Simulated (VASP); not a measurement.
# CdO (Fm-3m) in VASP: further runs

The runs below take CdO through single point, with HSE06.

Everything below comes from runs of VASP 6.6.1. Logs are shortened: lines on timing, memory, paths and dates and some standing lists are left out, and cuts for length are marked.

### 1 The cell of the first run

The structure is cubic, space group Fm-3m (No. 225). The conventional cell has a = 4.706 Å, b = 4.706 Å, c = 4.706 Å, α = 90.00°, β = 90.00°, γ = 90.00°. Within 3.1 Å of Cd (site symmetry m-3m) lie 6 O at 2.35 Å. Within 3.1 Å of O (site symmetry m-3m) lie 6 Cd at 2.35 Å.

### 2 Single point, HSE06

File POSCAR:

```
CdO
1.0
    0.0000000000      2.3530040254      2.3530040254
    2.3530040254      0.0000000000      2.3530040254
    2.3530040254      2.3530040254      0.0000000000
Cd O
1 1
Direct
    0.0000000000      0.0000000000      0.0000000000
    0.5000000000      0.5000000000      0.5000000000
```

File INCAR.step1:

```
SYSTEM = CdO
  ALGO = Normal
  EDIFF = 1E-5
  ENCUT = 520
  GGA = PE
  GGA_COMPAT = .False.
  ISIF = 2
  ISMEAR = -1
  LASPH = .True.
  LREAL = .False.
  LWAVE = .True.
  NBANDS = 16
  NELM = 120
  PREC = Accurate
  SIGMA = 0.02
```

File INCAR.step2:

```
SYSTEM = CdO
  ALGO = Normal
  EDIFF = 1E-6
  ENCUT = 520
  GGA = PE
  GGA_COMPAT = .False.
  HFSCREEN = 0.2079
  ISIF = 2
  ISMEAR = -1
  ISTART = 1
  LASPH = .True.
  LCHARG = .True.
  LELF = .True.
  LHFCALC = .True.
  LREAL = .False.
  LVHAR = .True.
  LWAVE = .False.
  NBANDS = 16
  NELM = 120
  PREC = Accurate
  PRECFOCK = Normal
  SIGMA = 0.02
```

File KPOINTS:

```
k-points
0
Gamma
  6 6 6
  0 0 0
```

Potentials or basis: VASP PAW PBE potentials, release 64 (Cd, O).

Started as:

```sh
> cat potpaw_PBE.64/Cd/POTCAR potpaw_PBE.64/O/POTCAR > POTCAR
> cp INCAR.step1 INCAR
> mpirun -np 1 vasp_std > vasp.out
> cp INCAR.step2 INCAR
> mpirun -np 1 vasp_std > vasp.out
```

OUTCAR:

```text
SYSTEM = CdO
   EDIFF = 1E-6
   ENCUT = 520
   GGA = PE
   HFSCREEN = 0.2079
   ISIF = 2
   ISMEAR = -1
   ISTART = 1
   LASPH = .True.
   LHFCALC = .True.
   LREAL = .False.
   NELM = 120
   PREC = Accurate
   PRECFOCK = Normal

 ion  position               nearest neighbor table
   1  0.000  0.000  0.000-   2 2.35   2 2.35   2 2.35   2 2.35   2 2.35   2 2.35
   2  0.500  0.500  0.500-   1 2.35   1 2.35   1 2.35   1 2.35   1 2.35   1 2.35

  LATTYP: Found a face centered cubic cell.
 ALAT       =     4.7060080508

  Lattice vectors:

 A1 = (   0.0000000000,   2.3530040254,   2.3530040254)
 A2 = (   2.3530040254,   0.0000000000,   2.3530040254)
 A3 = (   2.3530040254,   2.3530040254,   0.0000000000)

Analysis of symmetry for initial positions (statically):
=====================================================================
 Subroutine PRICEL returns:
 Original cell was already a primitive cell.

 Routine SETGRP: Setting up the symmetry group for a
 face centered cubic supercell.

 Subroutine GETGRP returns: Found 48 space group operations
 (whereof 48 operations were pure point group operations)
 out of a pool of 48 trial point group operations.

The static configuration has the point symmetry O_h .

Analysis of symmetry for dynamics (positions and initial velocities):
=====================================================================
 Subroutine PRICEL returns:
 Original cell was already a primitive cell.

 Routine SETGRP: Setting up the symmetry group for a
 face centered cubic supercell.

 Subroutine GETGRP returns: Found 48 space group operations
 (whereof 48 operations were pure point group operations)
 out of a pool of 48 trial point group operations.

The dynamic configuration has the point symmetry O_h .

 Subroutine INISYM returns: Found 48 space group operations
 (whereof 48 operations are pure point group operations),
 and found     1 'primitive' translations

----------------------------------------------------------------------------------------

                                     Primitive cell

  volume of cell :      26.0554

  direct lattice vectors                    reciprocal lattice vectors
     0.000000000  2.353004025  2.353004025    -0.212494324  0.212494324  0.212494324
[... 81 lines left out ...]
   IBRION =     -1    ionic relax: 0-MD 1-quasi-New 2-CG
   NFREE  =      0    steps in history (QN), initial steepest desc. (CG)
   ISIF   =      2    stress and relaxation
   ISYM   =      3    0-nonsym 1-usesym 2-fastsym
   POTIM  = 0.5000    time-step for ionic-motion
   TEBEG  =    0.0;   TEEND  =   0.0 temperature during run
   PSTRESS=    0.0 pullay stress
   NELECT =      18.0000    total number of electrons
   NUPDOWN=      -1.0000    fix difference up-down
   EMIN   =  10.00;   EMAX   =-10.00  energy-range for DOS
   EFERMI =   0.00;   METHOD = LEGACY
   ISMEAR =    -1;   SIGMA  =   0.02  broadening in eV -4-tet -1-fermi 0-gaus
   EFERMI_NEDOS =   21; number of points for ismear=-14 and -15
   IALGO  =     38    algorithm
   IMIX   =      1    mixing-type and parameters
     AMIX     =   0.40;   BMIX     =  1.00
     AMIX_MAG =   1.60;   BMIX_MAG =  1.00
  volume/ion in A,a.u.               =      13.03        87.92
  Fermi-wavevector in a.u.,A,eV,Ry     =   1.447215  2.734839 28.496460  2.094431
  Thomas-Fermi vector in A             =   2.565195
   LORBIT       =      0    0 simple, 1 ext, 2 COOP (PROOUT), +10 PAW based schemes
   GGA     = PE    functional components
   LHFCALC =     T    Hartree Fock is set to
   PRECFOCK=normal    Normal, Fast or Accurate (Low or Medium for compatibility)
   ENCUT4O =  -1.0   cutoff for four orbital integrals eV
   NKREDX  =     1    reduce k-point grid by
   NKREDY  =     1    reduce k-point grid by
   NKREDZ  =     1    reduce k-point grid by
   AEXX    =    0.2500 exact exchange contribution
   HFSCREEN=    0.2079 screening length (either q_TF or 0.3 A-1)
   HFSCREENC=   0.2079 screening length for correlation (either q_TF or 0.3 A-1)
   ENCUTFOCK=  -1.0 apply spherical cutoff to Coloumb kernel
   IVDW    =     0    specifies the selected vdW correction
   LEPSILON=     F    determine dielectric tensor
   LRPA    =     F    only Hartree local field effects (RPA)
 non-spin polarized calculation
  energy-cutoff  :      520.00
  volume of cell :       26.06
 maximum number of plane-waves:       725
 NGX is ok and might be reduce to    28
  NGX = 20; NGY = 20; NGZ = 20

 number of electron      18.0000002 magnetization

 Free energy of the ion-electron system (eV)
  ---------------------------------------------------
  ext. energy  EPLUGINS =         0.00000000
  ---------------------------------------------------
  free energy    TOTEN  =        -9.99634048 eV

  energy without entropy =       -9.99634048  energy(sigma->0) =       -9.99634048

 E-fermi :   1.3901     XC(G=0):  -9.5379

 val. band max:        0.9628873835   @ k =   0.5000   0.0000   0.0000
 cond. band min:       1.8347626936   @ k =   0.0000   0.0000   0.0000
 fundamental gap:      0.8718753101
 Fermi energy:         1.3901034611

 k-point     1 :       0.0000    0.0000    0.0000
  band No.  band energies     occupation
      1     -17.9624      2.00000
      2      -6.5377      2.00000
      3      -6.5377      2.00000
      4      -6.5377      2.00000
      5      -6.2826      2.00000
      6      -6.2826      2.00000
[... 281 lines left out ...]
      3      -6.5762      2.00000
      4      -6.3404      2.00000
      5      -5.8473      2.00000
      6      -5.6619      2.00000
[... 8 lines left out ...]
     15      24.1324      0.00000
     16      27.6566      0.00000

------------------------ aborting loop because EDIFF is reached ----------------------------------------

  FORCE on cell =-STRESS in cart. coord.  units (eV):
  Direction    XX          YY          ZZ          XY          YZ          ZX
  --------------------------------------------------------------------------------------
  -------------------------------------------------------------------------------------
  Total        0.2536938      0.2536938      0.2536938     -0.0000000     -0.0000000      0.0000000
  in kB       15.5999231     15.5999231     15.5999231     -0.0000000     -0.0000000      0.0000000
  external PRESSURE =      15.5999231 kB  Pullay stress =       0.0000000 kB

 VOLUME and BASIS-vectors are now :
 -----------------------------------------------------------------------------
  energy-cutoff  :      520.00
  volume of cell :       26.06
      direct lattice vectors                 reciprocal lattice vectors
     0.000000000  2.353004025  2.353004025    -0.212494324  0.212494324  0.212494324
     2.353004025  0.000000000  2.353004025     0.212494324 -0.212494324  0.212494324
     2.353004025  2.353004025  0.000000000     0.212494324  0.212494324 -0.212494324

 POSITION                                       TOTAL-FORCE (eV/Angst)
 -----------------------------------------------------------------------------------
      0.00000      0.00000      0.00000        -0.000000     -0.000000     -0.000000
      2.35300      2.35300      2.35300         0.000000      0.000000      0.000000
 -----------------------------------------------------------------------------------
    total drift:                               -0.000005     -0.000007     -0.000007

  FREE ENERGIE OF THE ION-ELECTRON SYSTEM (eV)
  ---------------------------------------------------
  free  energy   TOTEN  =        -9.9963404812 eV

  energy  without entropy=       -9.9963404812  energy(sigma->0) =       -9.99634048
```

OUTCAR.step1:

```text
SYSTEM = CdO
   EDIFF = 1E-5
   ENCUT = 520
   GGA = PE
   ISIF = 2
   ISMEAR = -1
   LASPH = .True.
[... 514 lines left out ...]
      0.00000      0.00000      0.00000        -0.000000      0.000000     -0.000000
      2.35300      2.35300      2.35300         0.000000     -0.000000      0.000000
 -----------------------------------------------------------------------------------
    total drift:                                0.000000      0.000000      0.000000

  FREE ENERGIE OF THE ION-ELECTRON SYSTEM (eV)
  ---------------------------------------------------
  free  energy   TOTEN  =        -7.7019004828 eV

  energy  without entropy=       -7.7012899885  energy(sigma->0) =       -7.70159524
```

OSZICAR.step1:

```text
N       E                     dE             d eps       ncg     rms          rms(c)
DAV:   1     0.105577326863E+03    0.10558E+03   -0.10684E+04   568   0.116E+03
DAV:   2    -0.671661435540E+01   -0.11229E+03   -0.10271E+03   592   0.277E+02
DAV:   3    -0.950920180353E+01   -0.27926E+01   -0.27893E+01   632   0.486E+01
DAV:   4    -0.951447558325E+01   -0.52738E-02   -0.52737E-02   656   0.208E+00
DAV:   5    -0.951449096906E+01   -0.15386E-04   -0.15386E-04   648   0.102E-01    0.105E+01
DAV:   6    -0.776094879148E+01    0.17535E+01   -0.49502E+00   648   0.374E+01    0.923E+00
DAV:   7    -0.772162616564E+01    0.39323E-01   -0.70418E-01   528   0.784E+00    0.468E+00
DAV:   8    -0.770517621344E+01    0.16450E-01   -0.95656E-02   544   0.271E+00    0.743E-01
DAV:   9    -0.770178412578E+01    0.33921E-02   -0.76126E-03   608   0.905E-01    0.111E-01
DAV:  10    -0.770186848869E+01   -0.84363E-04   -0.85564E-04   552   0.304E-01    0.393E-02
DAV:  11    -0.770190457917E+01   -0.36090E-04   -0.54156E-05   560   0.735E-02    0.196E-02
DAV:  12    -0.770190048281E+01    0.40964E-05   -0.96048E-06   392   0.322E-02
   1 F= -.77019005E+01 E0= -.77015952E+01  d E =-.610494E-03
```

Run time: 27 min. Hardware: 1 thread of AMD EPYC 7R13 (Zen 3), shared host; peak memory 0.23 GiB.

What came out:

```
Free energy            : -9.9963 eV
Pressure               : 1.6 GPa
Band gap on the k mesh : 0.87 eV (least direct gap 2.21 eV)
```

Caveat: the PAW data sets were made with another functional, which shifts forces and pressure a little. A k mesh can miss the band edges.

### 3 Single point, HSE06

POSCAR is that of step 2.

File INCAR.step1:

```
ALGO = Normal
EDIFF = 1E-5
ENCUT = 520
GGA = PE
GGA_COMPAT = False
ISIF = 2
ISMEAR = -1
LASPH = True
LCHARG = False
LREAL = False
LWAVE = True
NBANDS = 16
NELM = 120
PREC = Accurate
SIGMA = 0.02
```

File INCAR.step2:

```
ALGO = Normal
EDIFF = 1E-6
ENCUT = 520
GGA = PE
GGA_COMPAT = False
HFSCREEN = 0.2079
ISIF = 2
ISMEAR = -1
ISTART = 1
LASPH = True
LCHARG = False
LHFCALC = True
LREAL = False
LWAVE = False
NBANDS = 16
NELM = 120
PREC = Accurate
PRECFOCK = Normal
SIGMA = 0.02
```

File KPOINTS:

```
k-points
0
Gamma
  6 6 6
```

Potentials or basis: VASP PAW PBE potentials, release 64 (Cd, O).

Started as:

```sh
> cat potpaw_PBE.64/Cd/POTCAR potpaw_PBE.64/O/POTCAR > POTCAR
> cp INCAR.step1 INCAR
> mpirun -np 1 vasp_std > vasp.out
> cp INCAR.step2 INCAR
> mpirun -np 1 vasp_std > vasp.out
```

OUTCAR:

```text
EDIFF = 1E-6
   ENCUT = 520
   GGA = PE
   HFSCREEN = 0.2079
   ISIF = 2
   ISMEAR = -1
   ISTART = 1
   LASPH = True
   LHFCALC = True
   LREAL = False
   NELM = 120
   PREC = Accurate
   PRECFOCK = Normal

 ion  position               nearest neighbor table
   1  0.000  0.000  0.000-   2 2.35   2 2.35   2 2.35   2 2.35   2 2.35   2 2.35
   2  0.500  0.500  0.500-   1 2.35   1 2.35   1 2.35   1 2.35   1 2.35   1 2.35

  LATTYP: Found a face centered cubic cell.
 ALAT       =     4.7060080508

  Lattice vectors:

 A1 = (   0.0000000000,   2.3530040254,   2.3530040254)
 A2 = (   2.3530040254,   0.0000000000,   2.3530040254)
 A3 = (   2.3530040254,   2.3530040254,   0.0000000000)

Analysis of symmetry for initial positions (statically):
=====================================================================
 Subroutine PRICEL returns:
 Original cell was already a primitive cell.

 Routine SETGRP: Setting up the symmetry group for a
 face centered cubic supercell.

[... 161 lines left out ...]
  free energy    TOTEN  =        -9.99634048 eV

  energy without entropy =       -9.99634048  energy(sigma->0) =       -9.99634048

 E-fermi :   1.3901     XC(G=0):  -9.5379

 val. band max:        0.9628873835   @ k =   0.5000   0.0000   0.0000
 cond. band min:       1.8347626936   @ k =   0.0000   0.0000   0.0000
 fundamental gap:      0.8718753101
 Fermi energy:         1.3901034611

 k-point     1 :       0.0000    0.0000    0.0000
  band No.  band energies     occupation
      1     -17.9624      2.00000
      2      -6.5377      2.00000
      3      -6.5377      2.00000
      4      -6.5377      2.00000
      5      -6.2826      2.00000
      6      -6.2826      2.00000
[... 281 lines left out ...]
      3      -6.5762      2.00000
      4      -6.3404      2.00000
      5      -5.8473      2.00000
      6      -5.6619      2.00000
[... 8 lines left out ...]
     15      24.1324      0.00000
     16      27.6566      0.00000

------------------------ aborting loop because EDIFF is reached ----------------------------------------

  FORCE on cell =-STRESS in cart. coord.  units (eV):
  Direction    XX          YY          ZZ          XY          YZ          ZX
  --------------------------------------------------------------------------------------
  -------------------------------------------------------------------------------------
  Total        0.2536938      0.2536938      0.2536938     -0.0000000     -0.0000000      0.0000000
  in kB       15.5999231     15.5999231     15.5999231     -0.0000000     -0.0000000      0.0000000
  external PRESSURE =      15.5999231 kB  Pullay stress =       0.0000000 kB

 VOLUME and BASIS-vectors are now :
 -----------------------------------------------------------------------------
  energy-cutoff  :      520.00
  volume of cell :       26.06
      direct lattice vectors                 reciprocal lattice vectors
     0.000000000  2.353004025  2.353004025    -0.212494324  0.212494324  0.212494324
     2.353004025  0.000000000  2.353004025     0.212494324 -0.212494324  0.212494324
     2.353004025  2.353004025  0.000000000     0.212494324  0.212494324 -0.212494324

 POSITION                                       TOTAL-FORCE (eV/Angst)
 -----------------------------------------------------------------------------------
      0.00000      0.00000      0.00000        -0.000000     -0.000000     -0.000000
      2.35300      2.35300      2.35300         0.000000      0.000000      0.000000
 -----------------------------------------------------------------------------------
    total drift:                               -0.000005     -0.000007     -0.000007

  FREE ENERGIE OF THE ION-ELECTRON SYSTEM (eV)
  ---------------------------------------------------
  free  energy   TOTEN  =        -9.9963404812 eV

  energy  without entropy=       -9.9963404812  energy(sigma->0) =       -9.99634048
```

Wall time 28 min (1 thread of AMD EPYC 7R13 (Zen 3), shared host); peak memory 0.24 GiB.

What came out:

```yaml
Free_energy: -9.9963 eV
Pressure: 1.6 GPa
Band_gap_on_the_k_mesh: 0.87 eV (least direct gap 2.21 eV)
```

Caveat: the PAW data sets were made with another functional, which shifts forces and pressure a little. A k mesh can miss the band edges.
